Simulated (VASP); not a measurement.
Set up this calculation in VASP 6.6.1, as the native input.

- Task: single point
- Functional: PBEsol
- Potentials or basis: VASP PAW PBE potentials, release 64 (Al, Ru_pv)
- Cutoff: 520 eV
- k mesh: 14 × 14 × 14
- Occupations: fermi-dirac, width 0.15 eV
- Spin: no spin polarisation
- Dipole correction: no
- Further INCAR settings: ALGO = Normal; EDIFF = 1e-06; NBANDS = 16

The structure of AlRu lies in POSCAR:

```
AlRu
1.0
    2.9979814316      0.0000000000      0.0000000000
    0.0000000000      2.9979814316      0.0000000000
    0.0000000000      0.0000000000      2.9979814316
Al Ru
1 1
Direct
    0.0000000000      0.0000000000      0.0000000000
    0.5000000000      0.5000000000      0.5000000000
```

These files were run (other wordings do the same):

INCAR

```
ALGO = Normal
EDIFF = 1E-6
ENCUT = 520
GGA = PS
ISIF = 2
ISMEAR = -1
LASPH = True
LCHARG = True
LELF = True
LREAL = False
LVHAR = True
LWAVE = False
NBANDS = 16
NELM = 80
PREC = Accurate
SIGMA = 0.15
```

KPOINTS

```
k-points
0
Gamma
  14 14 14
```

Potentials or basis: VASP PAW PBE potentials, release 64 (Al, Ru_pv).

Command:

```sh
$ cat potpaw_PBE.64/Al/POTCAR potpaw_PBE.64/Ru_pv/POTCAR > POTCAR
$ mpirun -np 1 vasp_std > vasp.out
```

Results of the run:

```yaml
Pressure: -4.1 GPa
Band_gap_on_the_k_mesh: zero (an odd number of electrons rules out a gap without spin polarisation)
```

Caveat: the cell stands under tension; the PAW data sets were made with another functional, which shifts forces and pressure a little.

Wall time 15 s on 1 thread of Intel(R) Xeon(R) 6975P-C (Granite Rapids), with other jobs on the host, peak memory 0.17 GiB.
